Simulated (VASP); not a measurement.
# SiO2 (I-42d) in VASP: notebook, part 2 of 2

VASP 6.6.1. Earlier steps stand in the parts before.

### 3 Single point, LDA (biaxial strain in the a-b plane: +1.5 %, then relaxed in part)

Contents of INCAR:

```
SYSTEM = SiO2
PREC = Accurate
ENCUT = 520
EDIFF = 1E-6
ISMEAR = 0
SIGMA = 0.02
LREAL = .FALSE.
LASPH = .TRUE.
NELM = 80
ALGO = Normal
ISIF = 2
LWAVE = .FALSE.
LCHARG = .TRUE.
LELF = .TRUE.
LVHAR = .TRUE.
NBANDS = 44
```

Contents of KPOINTS:

```
regular mesh
0
G
  6 6 4
  0 0 0
```

Contents of POSCAR:

```
SiO2
1.0
    5.0028200561      0.0000000000      0.0000000000
    0.0000000000      5.0028200561      0.0000000000
    0.0000000000      0.0000000000      7.2499099554
Si O
4 8
Direct
    0.0000000000      0.0000000000      0.0000000000
    0.0000000000      0.5000000000      0.2500000000
    0.5000000000      0.5000000000      0.5000000000
    0.5000000000      0.0000000000      0.7500000000
    0.0888544868      0.2500000000      0.1250000000
    0.2500000000      0.5888544868      0.3750000000
    0.7500000000      0.4111455132      0.3750000000
    0.9111455132      0.7500000000      0.1250000000
    0.5888544868      0.7500000000      0.6250000000
    0.7500000000      0.0888544868      0.8750000000
    0.2500000000      0.9111455132      0.8750000000
    0.4111455132      0.2500000000      0.6250000000
```

Potentials or basis: VASP PAW LDA potentials, release 64 (Si, O).

Started as:

```console
cat potpaw_LDA.64/Si/POTCAR potpaw_LDA.64/O/POTCAR > POTCAR
mpirun -np 1 vasp_std > vasp.out
```

OUTCAR:

```text
SYSTEM = SiO2
   PREC = Accurate
   ENCUT = 520
   EDIFF = 1E-6
   ISMEAR = 0
   LREAL = .FALSE.
   LASPH = .TRUE.
   NELM = 80
   ISIF = 2

 ion  position               nearest neighbor table
   1  0.000  0.000  0.000-   5 1.61   8 1.61  10 1.61  11 1.61   2 3.09   4 3.09   2 3.09   4 3.09

   2  0.000  0.500  0.250-   5 1.61   6 1.61   7 1.61   8 1.61   1 3.09   3 3.09   1 3.09   3 3.09

   3  0.500  0.500  0.500-   6 1.61   7 1.61   9 1.61  12 1.61   2 3.09   4 3.09   4 3.09   2 3.09

   4  0.500  0.000  0.750-   9 1.61  10 1.61  11 1.61  12 1.61   1 3.09   3 3.09   3 3.09   1 3.09

   5  0.089  0.250  0.125-   1 1.61   2 1.61
   6  0.250  0.589  0.375-   2 1.61   3 1.61
   7  0.750  0.411  0.375-   2 1.61   3 1.61
   8  0.911  0.750  0.125-   1 1.61   2 1.61
   9  0.589  0.750  0.625-   3 1.61   4 1.61
  10  0.750  0.089  0.875-   1 1.61   4 1.61
  11  0.250  0.911  0.875-   1 1.61   4 1.61
  12  0.411  0.250  0.625-   3 1.61   4 1.61

  LATTYP: Found a simple tetragonal cell.
 ALAT       =     5.0028200561
 C/A-ratio  =     1.4491646460
[... 219 lines left out ...]
 Fermi energy:        -0.5592616645

 k-point     1 :       0.0000    0.0000    0.0000
  band No.  band energies     occupation
      1     -19.7514      2.00000
      2     -18.7999      2.00000
      3     -18.7999      2.00000
      4     -17.6318      2.00000
      5     -17.6318      2.00000
      6     -17.5948      2.00000
[... 1117 lines left out ...]
     43      10.7508      0.00000
     44      10.7519      0.00000

 [... further k-points ...]
[... 5 lines left out ...]
  --------------------------------------------------------------------------------------
  -------------------------------------------------------------------------------------
  Total       -0.0261671     -0.0261671      0.6249680      0.0000000      0.0000000      0.0000000
  in kB       -0.2310487     -0.2310487      5.5183084      0.0000000      0.0000000      0.0000000
  external PRESSURE =       1.6854037 kB  Pullay stress =       0.0000000 kB

 VOLUME and BASIS-vectors are now :
 -----------------------------------------------------------------------------
  energy-cutoff  :      520.00
  volume of cell :      181.45
      direct lattice vectors                 reciprocal lattice vectors
     5.002820056  0.000000000  0.000000000     0.199887261  0.000000000  0.000000000
     0.000000000  5.002820056  0.000000000     0.000000000  0.199887261  0.000000000
     0.000000000  0.000000000  7.249909955     0.000000000  0.000000000  0.137932748

 POSITION                                       TOTAL-FORCE (eV/Angst)
 -----------------------------------------------------------------------------------
      0.00000      0.00000      0.00000         0.000000      0.000000      0.000000
      0.00000      2.50141      1.81248         0.000000     -0.000000      0.000000
      2.50141      2.50141      3.62495        -0.000000     -0.000000      0.000000
      2.50141      0.00000      5.43743         0.000000      0.000000      0.000000
      0.44452      1.25071      0.90624         0.023087      0.000000     -0.000000
      1.25071      2.94593      2.71872        -0.000000      0.023087     -0.000000
      3.75212      2.05689      2.71872         0.000000     -0.023087     -0.000000
      4.55830      3.75212      0.90624        -0.023087      0.000000      0.000000
      2.94593      3.75212      4.53119         0.023087      0.000000     -0.000000
      3.75212      0.44452      6.34367        -0.000000      0.023087      0.000000
      1.25071      4.55830      6.34367        -0.000000     -0.023087     -0.000000
      2.05689      1.25071      4.53119        -0.023087      0.000000      0.000000
 -----------------------------------------------------------------------------------
    total drift:                               -0.000000     -0.000000      0.000000

  FREE ENERGIE OF THE ION-ELECTRON SYSTEM (eV)
  ---------------------------------------------------
  free  energy   TOTEN  =      -103.7537414150 eV

  energy  without entropy=     -103.7537414150  energy(sigma->0) =     -103.75374141
```

OSZICAR:

```text
N       E                     dE             d eps       ncg     rms          rms(c)
DAV:   1     0.398388296836E+03    0.39839E+03   -0.32420E+04  2640   0.130E+03
DAV:   2    -0.847335843496E+02   -0.48312E+03   -0.46727E+03  3360   0.308E+02
DAV:   3    -0.117100666327E+03   -0.32367E+02   -0.32216E+02  3264   0.848E+01
DAV:   4    -0.117535066929E+03   -0.43440E+00   -0.43359E+00  3268   0.109E+01
DAV:   5    -0.117543362889E+03   -0.82960E-02   -0.82879E-02  3264   0.146E+00    0.304E+01
DAV:   6    -0.104129636787E+03    0.13414E+02   -0.52296E+01  3064   0.328E+01    0.150E+01
DAV:   7    -0.103898587108E+03    0.23105E+00   -0.14667E+00  3168   0.501E+00    0.523E+00
DAV:   8    -0.103773439320E+03    0.12515E+00   -0.79452E-02  3260   0.165E+00    0.201E+00
DAV:   9    -0.103751965315E+03    0.21474E-01   -0.32801E-02  3320   0.106E+00    0.313E-01
DAV:  10    -0.103753748573E+03   -0.17833E-02   -0.39909E-03  3048   0.298E-01    0.119E-01
DAV:  11    -0.103753730063E+03    0.18511E-04   -0.13048E-03  3128   0.185E-01    0.235E-02
DAV:  12    -0.103753736364E+03   -0.63012E-05   -0.34029E-05  3216   0.304E-02    0.150E-02
DAV:  13    -0.103753741230E+03   -0.48664E-05   -0.15428E-05  2904   0.171E-02    0.515E-03
DAV:  14    -0.103753741415E+03   -0.18482E-06   -0.51086E-07  2336   0.363E-03
   1 F= -.10375374E+03 E0= -.10375374E+03  d E =-.439068E-29
```

stdout:

```text
POSCAR found type information on POSCAR SiO
 POSCAR found :  2 types and      12 ions
 scaLAPACK will be used
 LDA part: xc-table for (Slater(with rela. corr.)+CA(PZ))
 , standard interpolation
 POSCAR, INCAR and KPOINTS ok, starting setup
 FFT: planning ... GRIDC
 FFT: planning ... GRID_SOFT
 FFT: planning ... GRID
 WAVECAR not read
 entering main loop
```

It took 3.6 min on 1 thread of Intel Xeon Platinum 8488C (Sapphire Rapids), shared host; peak memory 0.32 GiB.

What came out:

```
Free energy            : -103.7537 eV
Pressure               : 0.2 GPa
Largest force          : 0.023 eV/Å
Band gap on the k mesh : 5.68 eV
```

Forces in eV/Å, atoms in the order of the input:
```
Si   0.000  0.000  0.000
Si   0.000  0.000  0.000
Si   0.000  0.000  0.000
Si   0.000  0.000  0.000
O    0.023  0.000  0.000
O    0.000  0.023  0.000
O    0.000 -0.023  0.000
O   -0.023  0.000  0.000
O    0.023  0.000  0.000
O    0.000  0.023  0.000
O    0.000 -0.023  0.000
O   -0.023  0.000  0.000
```

Levels at points of the mesh, in eV from the valence-band top:
| k point | band 28 | band 29 | band 30 | band 31 | band 32 | band 33 | band 34 | band 35 | band 36 | band 37 |
| --- | --- | --- | --- | --- | --- | --- | --- | --- | --- | --- |
| (0.00, 0.00, 0.00) | -0.57 | -0.40 | -0.40 | 0.00 | 0.00 | 5.68 | 8.59 | 8.64 | 8.64 | 10.20 |
| (0.50, 0.00, 0.00) | -0.86 | -0.69 | -0.69 | -0.19 | -0.19 | 7.67 | 7.67 | 9.25 | 9.25 | 9.77 |
| (0.50, 0.50, 0.00) | -1.07 | -0.37 | -0.37 | -0.37 | -0.37 | 8.80 | 8.80 | 8.80 | 8.80 | 10.09 |
| (0.00, 0.00, 0.50) | -0.78 | -0.23 | -0.23 | -0.23 | -0.23 | 6.78 | 6.78 | 8.88 | 8.88 | 10.18 |
| (0.50, 0.00, 0.50) | -0.83 | -0.56 | -0.56 | -0.12 | -0.12 | 8.05 | 8.05 | 8.60 | 8.60 | 9.32 |
| (0.50, 0.50, 0.50) | -1.10 | -0.49 | -0.49 | -0.49 | -0.49 | 9.17 | 9.17 | 9.17 | 9.17 | 9.38 |

Caveat: the cell differs from its parent crystal (biaxial strain in the a-b plane: +1.5 %, then relaxed in part). A k mesh can miss the band edges.

### 4 Single point, LDA

This run uses another cell than the first one, of 15.12 Å³/atom.

Contents of INCAR:

```
PREC = Accurate ; ENCUT = 520
EDIFF = 1E-6 ; ISMEAR = 0
SIGMA = 0.02 ; LREAL = False
LASPH = True ; NELM = 100
ALGO = Normal ; ISIF = 2
LWAVE = False ; LCHARG = True
GGA = CA ; LELF = True
LVHAR = True ; NBANDS = 44
```

Contents of KPOINTS:

```
Automatic mesh
0
Gamma
  6 6 4
```

POSCAR is that of step 3.

Potentials or basis: VASP PAW LDA potentials, release 64 (Si, O).

Started as:

```console
cat potpaw_LDA.64/Si/POTCAR potpaw_LDA.64/O/POTCAR > POTCAR
mpirun -np 1 vasp_std > vasp.out
```

OUTCAR:

```text
PREC = Accurate
   ENCUT = 520
   EDIFF = 1E-6
   ISMEAR = 0
   LREAL = False
   LASPH = True
   NELM = 100
   ISIF = 2
   GGA = CA

 ion  position               nearest neighbor table
   1  0.000  0.000  0.000-   5 1.61   8 1.61  10 1.61  11 1.61   2 3.09   4 3.09   2 3.09   4 3.09

   2  0.000  0.500  0.250-   5 1.61   6 1.61   7 1.61   8 1.61   1 3.09   3 3.09   1 3.09   3 3.09

   3  0.500  0.500  0.500-   6 1.61   7 1.61   9 1.61  12 1.61   2 3.09   4 3.09   4 3.09   2 3.09

   4  0.500  0.000  0.750-   9 1.61  10 1.61  11 1.61  12 1.61   1 3.09   3 3.09   3 3.09   1 3.09

   5  0.089  0.250  0.125-   1 1.61   2 1.61
   6  0.250  0.589  0.375-   2 1.61   3 1.61
   7  0.750  0.411  0.375-   2 1.61   3 1.61
   8  0.911  0.750  0.125-   1 1.61   2 1.61
   9  0.589  0.750  0.625-   3 1.61   4 1.61
  10  0.750  0.089  0.875-   1 1.61   4 1.61
  11  0.250  0.911  0.875-   1 1.61   4 1.61
  12  0.411  0.250  0.625-   3 1.61   4 1.61

  LATTYP: Found a simple tetragonal cell.
 ALAT       =     5.0028200561
 C/A-ratio  =     1.4491646460

  Lattice vectors:

 A1 = (   5.0028200561,   0.0000000000,   0.0000000000)
 A2 = (   0.0000000000,   5.0028200561,   0.0000000000)
 A3 = (   0.0000000000,   0.0000000000,   7.2499099554)

Analysis of symmetry for initial positions (statically):
=====================================================================
 Subroutine PRICEL returns following result:

  LATTYP: Found a body centered tetragonal cell.
 ALAT       =     5.0028200561
 C/A-ratio  =     1.4491646460

  Lattice vectors:

 A1 = (   2.5014100281,  -2.5014100281,  -3.6249549777)
 A2 = (  -2.5014100281,   2.5014100281,  -3.6249549777)
 A3 = (   2.5014100281,   2.5014100281,   3.6249549777)

   2 primitive cells build up your supercell.

[... 168 lines left out ...]
   LHFCALC =     F    Hartree Fock is set to
   AEXX    =    0.0000 exact exchange contribution
   IVDW    =     0    specifies the selected vdW correction
   LEPSILON=     F    determine dielectric tensor
   LRPA    =     F    only Hartree local field effects (RPA)
 non-spin polarized calculation
 Gauss-broadening in eV      SIGMA  =   0.02
  energy-cutoff  :      520.00
  volume of cell :      181.45
 maximum number of plane-waves:      4911
 NGX is ok and might be reduce to    40
   NGX = 19   NGY = 19   NGZ = 27

 number of electron      64.0000048 magnetization

 Free energy of the ion-electron system (eV)
  ---------------------------------------------------
  ext. energy  EPLUGINS =         0.00000000
  ---------------------------------------------------
  free energy    TOTEN  =      -103.75374141 eV

  energy without entropy =     -103.75374141  energy(sigma->0) =     -103.75374141

 E-fermi :  -0.5593     XC(G=0):  -8.6544

 val. band max:       -0.7126722433   @ k =   0.0000   0.0000   0.0000
 cond. band min:       4.9664029382   @ k =   0.0000   0.0000   0.0000
 fundamental gap:      5.6790751815
 Fermi energy:        -0.5592616645

 k-point     1 :       0.0000    0.0000    0.0000
  band No.  band energies     occupation
      1     -19.7514      2.00000
      2     -18.7999      2.00000
      3     -18.7999      2.00000
      4     -17.6318      2.00000
      5     -17.6318      2.00000
      6     -17.5948      2.00000
[... 1117 lines left out ...]
     43      10.7508      0.00000
     44      10.7519      0.00000

 [... further k-points ...]

------------------------ aborting loop because EDIFF is reached ----------------------------------------

  FORCE on cell =-STRESS in cart. coord.  units (eV):
  Direction    XX          YY          ZZ          XY          YZ          ZX
  --------------------------------------------------------------------------------------
  -------------------------------------------------------------------------------------
  Total       -0.0261671     -0.0261671      0.6249680      0.0000000      0.0000000      0.0000000
  in kB       -0.2310487     -0.2310487      5.5183084      0.0000000      0.0000000      0.0000000
  external PRESSURE =       1.6854037 kB  Pullay stress =       0.0000000 kB

 VOLUME and BASIS-vectors are now :
 -----------------------------------------------------------------------------
  energy-cutoff  :      520.00
  volume of cell :      181.45
      direct lattice vectors                 reciprocal lattice vectors
     5.002820056  0.000000000  0.000000000     0.199887261  0.000000000  0.000000000
     0.000000000  5.002820056  0.000000000     0.000000000  0.199887261  0.000000000
     0.000000000  0.000000000  7.249909955     0.000000000  0.000000000  0.137932748

 POSITION                                       TOTAL-FORCE (eV/Angst)
 -----------------------------------------------------------------------------------
      0.00000      0.00000      0.00000         0.000000      0.000000      0.000000
      0.00000      2.50141      1.81248         0.000000     -0.000000      0.000000
      2.50141      2.50141      3.62495        -0.000000     -0.000000      0.000000
      2.50141      0.00000      5.43743         0.000000      0.000000      0.000000
      0.44452      1.25071      0.90624         0.023087      0.000000     -0.000000
      1.25071      2.94593      2.71872        -0.000000      0.023087     -0.000000
      3.75212      2.05689      2.71872         0.000000     -0.023087     -0.000000
      4.55830      3.75212      0.90624        -0.023087      0.000000      0.000000
      2.94593      3.75212      4.53119         0.023087      0.000000     -0.000000
      3.75212      0.44452      6.34367        -0.000000      0.023087      0.000000
      1.25071      4.55830      6.34367        -0.000000     -0.023087     -0.000000
      2.05689      1.25071      4.53119        -0.023087      0.000000      0.000000
 -----------------------------------------------------------------------------------
    total drift:                               -0.000000     -0.000000      0.000000

  FREE ENERGIE OF THE ION-ELECTRON SYSTEM (eV)
  ---------------------------------------------------
  free  energy   TOTEN  =      -103.7537414150 eV

  energy  without entropy=     -103.7537414150  energy(sigma->0) =     -103.75374141
```

OSZICAR:

```text
N       E                     dE             d eps       ncg     rms          rms(c)
DAV:   1     0.398388296836E+03    0.39839E+03   -0.32420E+04  2640   0.130E+03
DAV:   2    -0.847335843496E+02   -0.48312E+03   -0.46727E+03  3360   0.308E+02
DAV:   3    -0.117100666327E+03   -0.32367E+02   -0.32216E+02  3264   0.848E+01
DAV:   4    -0.117535066929E+03   -0.43440E+00   -0.43359E+00  3268   0.109E+01
DAV:   5    -0.117543362889E+03   -0.82960E-02   -0.82879E-02  3264   0.146E+00    0.304E+01
DAV:   6    -0.104129636787E+03    0.13414E+02   -0.52296E+01  3064   0.328E+01    0.150E+01
DAV:   7    -0.103898587108E+03    0.23105E+00   -0.14667E+00  3168   0.501E+00    0.523E+00
DAV:   8    -0.103773439320E+03    0.12515E+00   -0.79452E-02  3260   0.165E+00    0.201E+00
DAV:   9    -0.103751965315E+03    0.21474E-01   -0.32801E-02  3320   0.106E+00    0.313E-01
DAV:  10    -0.103753748573E+03   -0.17833E-02   -0.39909E-03  3048   0.298E-01    0.119E-01
DAV:  11    -0.103753730063E+03    0.18511E-04   -0.13048E-03  3128   0.185E-01    0.235E-02
DAV:  12    -0.103753736364E+03   -0.63012E-05   -0.34029E-05  3216   0.304E-02    0.150E-02
DAV:  13    -0.103753741230E+03   -0.48664E-05   -0.15428E-05  2904   0.171E-02    0.515E-03
DAV:  14    -0.103753741415E+03   -0.18482E-06   -0.51086E-07  2336   0.363E-03
   1 F= -.10375374E+03 E0= -.10375374E+03  d E =-.439068E-29
```

Run time: 3.5 min. Hardware: 1 thread of Intel Xeon Platinum 8488C (Sapphire Rapids), shared host; peak memory 0.32 GiB.

What came out:

* Free energy: -103.7537 eV
* Pressure: 0.2 GPa
* Largest force: 0.023 eV/Å
* Band gap on the k mesh: 5.68 eV

Forces on the atoms (eV/Å):
```
Si   0.000  0.000  0.000
Si   0.000  0.000  0.000
Si   0.000  0.000  0.000
Si   0.000  0.000  0.000
O    0.023  0.000  0.000
O    0.000  0.023  0.000
O    0.000 -0.023  0.000
O   -0.023  0.000  0.000
O    0.023  0.000  0.000
O    0.000  0.023  0.000
O    0.000 -0.023  0.000
O   -0.023  0.000  0.000
```

### 5 Single point, LDA (biaxial strain in the a-b plane: +3.0 %)

Contents of INCAR:

```
SYSTEM = SiO2
  PREC = Accurate
  ENCUT = 520
  EDIFF = 1E-7
  ISMEAR = 0
  SIGMA = 0.02
  LREAL = .FALSE.
  LASPH = .TRUE.
  NELM = 60
  ALGO = Normal
  ISIF = 2
  LWAVE = .FALSE.
  LCHARG = .FALSE.
  GGA = CA
  NBANDS = 44
```

Contents of KPOINTS:

```
Automatic mesh
0
G
  6 6 4
  0 0 0
```

Edit POSCAR of step 4 so:

```diff
@@ -2,5 +2,5 @@
 1.0
-    5.0028200561      0.0000000000      0.0000000000
-    0.0000000000      5.0028200561      0.0000000000
-    0.0000000000      0.0000000000      7.2499099554
+    5.0767533574      0.0000000000      0.0000000000
+    0.0000000000      5.0767533574      0.0000000000
+    0.0000000000      0.0000000000      7.1576075690
 Si O
```

Started as:

```console
cat potpaw_LDA.64/Si/POTCAR potpaw_LDA.64/O/POTCAR > POTCAR
mpirun -np 1 vasp_std > vasp.out
```

It took 3.6 min on 1 thread of Intel Xeon Platinum 8488C (Sapphire Rapids), shared host; peak memory 0.32 GiB.

It converged, with:

```yaml
Free_energy: -103.7065 eV
Pressure: -2.6 GPa
Largest_force: 0.174 eV/Å
Band_gap_on_the_k_mesh: 5.60 eV
```

Forces in eV/Å, atoms in the order of the input:
```
Si   0.000  0.000  0.000
Si   0.000  0.000  0.000
Si   0.000  0.000  0.000
Si   0.000  0.000  0.000
O   -0.174  0.000  0.000
O    0.000 -0.174  0.000
O    0.000  0.174  0.000
O    0.174  0.000  0.000
O   -0.174  0.000  0.000
O    0.000 -0.174  0.000
O    0.000  0.174  0.000
O    0.174  0.000  0.000
```

Stress tensor (GPa, compression positive):
```
-3.30  0.00  0.00
 0.00 -3.30  0.00
 0.00  0.00 -1.22
```

Levels at points of the mesh, in eV from the valence-band top:
| k point | band 29 | band 30 | band 31 | band 32 | band 33 | band 34 | band 35 | band 36 |
| --- | --- | --- | --- | --- | --- | --- | --- | --- |
| (0.00, 0.00, 0.00) | -0.43 | -0.43 | 0.00 | 0.00 | 5.60 | 8.48 | 8.60 | 8.60 |
| (0.50, 0.00, 0.00) | -0.66 | -0.66 | -0.20 | -0.20 | 7.56 | 7.56 | 9.10 | 9.10 |
| (0.50, 0.50, 0.00) | -0.34 | -0.34 | -0.34 | -0.34 | 8.71 | 8.71 | 8.71 | 8.71 |
| (0.00, 0.00, 0.50) | -0.25 | -0.25 | -0.25 | -0.25 | 6.73 | 6.73 | 8.79 | 8.79 |
| (0.50, 0.00, 0.50) | -0.52 | -0.52 | -0.12 | -0.12 | 7.88 | 7.88 | 8.58 | 8.58 |
| (0.50, 0.50, 0.50) | -0.46 | -0.46 | -0.46 | -0.46 | 9.13 | 9.13 | 9.13 | 9.13 |

Caveat: the cell differs from its parent crystal (biaxial strain in the a-b plane: +3.0 %).

### 6 The runs side by side

| cell | gap on the mesh (eV) | pressure (GPa) | largest force (eV/Å) |
| --- | --- | --- | --- |
| a = 5.003, b = 5.003, c = 7.223 Å, 12 atoms, atomic positions A | 5.66 | -2.9 | 0.23 |
| a = 5.003, b = 5.003, c = 7.250 Å, 12 atoms, atomic positions B | 5.68 | 0.2 | 0.02 |
| a = 5.077, b = 5.077, c = 7.158 Å, 12 atoms, atomic positions B | 5.60 | -2.6 | 0.17 |

Alike in all rows: task single point; level LDA; potentials or basis VASP PAW LDA potentials, release 64 (Si, O); no spin polarisation; k mesh 6 × 6 × 4; cutoff (eV) 520; smearing gaussian 0.02 eV.

Absolute energies hang on the potentials; compare differences alone.
